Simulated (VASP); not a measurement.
Runs of VASP 6.6.1 on Sn4P. The structure is that of space group I4/m (No. 87), or close to it. The cells are those of the table. 

```tsv
task	cell	k mesh	cutoff (eV)	gap on the mesh (eV)	pressure (GPa)	relaxed volume (Å³/atom)	largest force (eV/Å)
single point	a = 6.100 Å, angles 95.4, 95.4, 144.3°, 5 atoms	4 × 4 × 4	520	none	0.2	-	-
relaxation of cell and atoms	relaxed from a = 5.564 Å, angles 99.4, 99.4, 132.4°, 5 atoms	4 × 4 × 4	600	none	0.0	25.32	0.03
single point	a = 6.107 Å, angles 95.5, 95.5, 143.9°, 5 atoms	6 × 6 × 6	520	none	(b)	-	0.01
relaxation of cell and atoms	relaxed from a = 6.100 Å, angles 95.4, 95.4, 144.3°, 5 atoms	6 × 6 × 6	600	none	-0.1	25.53	0.04
single point	a = 5.564 Å, angles 99.4, 99.4, 132.4°, 5 atoms	4 × 4 × 4	520	none	(a)	-	0.44
```

Alike in all rows: level PBE; potentials or basis VASP PAW PBE potentials, release 64 (Sn_d, P); no spin polarisation; smearing gaussian 0.1 eV.

Problem. Fill in the values left out.

Solution. (a) 5.8; (b) -0.3.

Caveats: some runs use coarse meshes; spin-orbit coupling is left out, which moves the levels of the heavy elements.

A k mesh can miss the band edges, and the runs leave out spin-orbit coupling on Sn.

A gap of «none» marks levels without a gap at the run's occupations.
